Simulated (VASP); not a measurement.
A run of VASP 6.6.1 is set up as follows.

File INCAR:

```
PREC = Accurate
ENCUT = 520
EDIFF = 1E-6
ISMEAR = 0
SIGMA = 0.1
LREAL = False
LASPH = True
NELM = 100
ALGO = Fast
ISIF = 2
LWAVE = False
LCHARG = False
GGA = PS
NBANDS = 22
```

The input KPOINTS:

```
regular mesh
0
Gamma
  18 18 10
```

POSCAR

```
Rh
1.0
    2.6885636231      0.0000000000      0.0000000000
   -1.3442818116      2.3283643973      0.0000000000
    0.0000000000      0.0000000000      4.3285398095
Rh
2
Direct
    0.3333333333      0.6666666667      0.2500000000
    0.6666666667      0.3333333333      0.7500000000
```

Potentials or basis: VASP PAW PBE potentials, release 64 (Rh_pv).

Run with:

```sh
$ cat potpaw_PBE.64/Rh_pv/POTCAR > POTCAR
$ mpirun -np 1 vasp_std > vasp.out
```

(1) Estimate the pressure.

(2) What does it give for the band gap on the k mesh?

## Answers

(1) 0.1 GPa.

(2) zero (bands 15 and 16 overlap by 2.51 eV).

Caveat: the PAW data sets were made with another functional, which shifts forces and pressure a little.
